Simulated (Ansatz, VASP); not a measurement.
## ZnSe: VASP beside Ansatz

The input POSCAR:

```
ZnSe
1.0
    0.0000000000      2.8338000000      2.8338000000
    2.8338000000      0.0000000000      2.8338000000
    2.8338000000      2.8338000000      0.0000000000
Se Zn
1 1
Direct
    0.7500000000      0.7500000000      0.7500000000
    0.0000000000      0.0000000000      0.0000000000
```

INCAR.step1

```
SYSTEM = ZnSe
ALGO = Normal
EDIFF = 1E-5
ENCUT = 520
GGA = PE
ISIF = 2
ISMEAR = -1
LASPH = .True.
LCHARG = .False.
LREAL = .False.
LWAVE = .True.
NBANDS = 16
NELM = 100
PREC = Accurate
SIGMA = 0.05
```

INCAR.step2

```
SYSTEM = ZnSe
AEXX = 0.25
ALGO = Normal
EDIFF = 1E-6
ENCUT = 520
GGA = PE
HFSCREEN = 0.2
ISIF = 2
ISMEAR = -1
ISTART = 1
LASPH = .True.
LCHARG = .False.
LHFCALC = .True.
LREAL = .False.
LWAVE = .False.
NBANDS = 16
NELM = 100
PREC = Accurate
PRECFOCK = Normal
SIGMA = 0.05
```

The input KPOINTS:

```
k-points
0
Gamma
  4 4 4
  0 0 0
```

The input input.yaml:

```yaml
crystal:
  lattice:
    - [0.0, 2.8338, 2.8338]
    - [2.8338, 0.0, 2.8338]
    - [2.8338, 2.8338, 0.0]
  atoms:
    - { symbol: Se, position: [0.75, 0.75, 0.75] }
    - { symbol: Zn, position: [0.0, 0.0, 0.0] }
hamiltonian:
  xc: { exchange: pbe, correlation: pbe, exx: { coeff: 0.25, omega: 0.2 } }
  pseudopotentials: { kind: paw }
kpoints:
  mp_grid: { grid: [4, 4, 4] }
scf:
  occupations: { method: fermi_dirac, width: 0.05 }
output:
  forces: true
  stress: true
  eigenvalues: true
```

Alike in both runs: task single point; functional PBE-based screened hybrid; k mesh 4 × 4 × 4; occupations fermi-dirac, width 0.05 eV; no spin polarisation.

|  | VASP | Ansatz |
| --- | --- | --- |
| version | VASP 6.6.1 | Ansatz 0.2.0 |
| potentials or method | VASP PAW PBE potentials, release 64 (Se, Zn) | Ansatz PAW |
| plane-wave cutoff (eV) | 520 | 420 |
| valence electrons in the cell | 18 | 28 |

VASP gave:

```
gap on the k mesh at the Fermi level (eV) : 2.45
least direct gap on the mesh (eV)         : 2.45
pressure (GPa)                            : 1.4
```

Question: Estimate Ansatz's values.

Answer: gap on the k mesh at the Fermi level (eV): 2.46; least direct gap on the mesh (eV): 2.46; pressure (GPa): 1.4.

VASP's potentials were made for PBE, not for PBE-based screened hybrid. VASP's potentials hold 18 valence electrons a cell and Ansatz's 28, so a difference there can come from the potentials and not from the codes.

The k mesh is coarse, so the values compare programs but aren't converged.
